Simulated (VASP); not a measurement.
**NaI: single point with LDA**

NaI:

```
Na I
1.0
     0.00000    3.26876    3.23640
     3.26876    0.00000    3.23640
     3.26876    3.26876    0.00000
Na I
1 1
Direct
  0.00000 0.00000 0.00000
  0.50000 0.50000 0.50000
```

This cell differs from its parent crystal: equal xx and yy strain of +1 %.

```json
{
 "Program": "VASP 6.6.1",
 "Task": "single point",
 "Functional": "LDA",
 "Potentials or basis": "VASP PAW LDA potentials, release 64 (Na_pv, I)",
 "Cutoff": "520 eV",
 "k mesh": "8 × 8 × 8",
 "Occupations": "fermi-dirac, width 0.02 eV",
 "Spin": "no spin polarisation"
}
```

- Pressure: -1.8 GPa
- Band gap on the k mesh: 3.29 eV

Stress tensor (GPa, compression positive):
```
-1.90  0.00  0.00
 0.00 -1.90  0.00
 0.00  0.00 -1.73
```

Levels at points of the mesh, in eV from the valence-band top:
```csv
k point,band 4,band 5,band 6,band 7,band 8,band 9,band 10,band 11
"(0.00, 0.00, 0.00)",-11.04,-0.01,0.00,0.00,3.29,7.77,7.77,7.83
"(0.50, 0.00, 0.00)",-10.74,-2.18,-0.29,-0.27,4.85,7.22,7.29,8.33
"(0.50, 0.50, 0.00)",-10.66,-1.89,-0.76,-0.76,4.24,5.39,9.53,10.87
"(0.50, 0.00, 0.50)",-10.67,-1.90,-0.75,-0.71,4.25,5.41,9.46,10.83
```

Wall time 15 s on 1 thread of Intel(R) Xeon(R) 6975P-C (Granite Rapids), on a shared host, peak memory 0.2 GiB.

Caveat: the cell differs from its parent crystal (equal xx and yy strain of +1 %); spin-orbit coupling is left out, which moves the levels of the heavy elements.
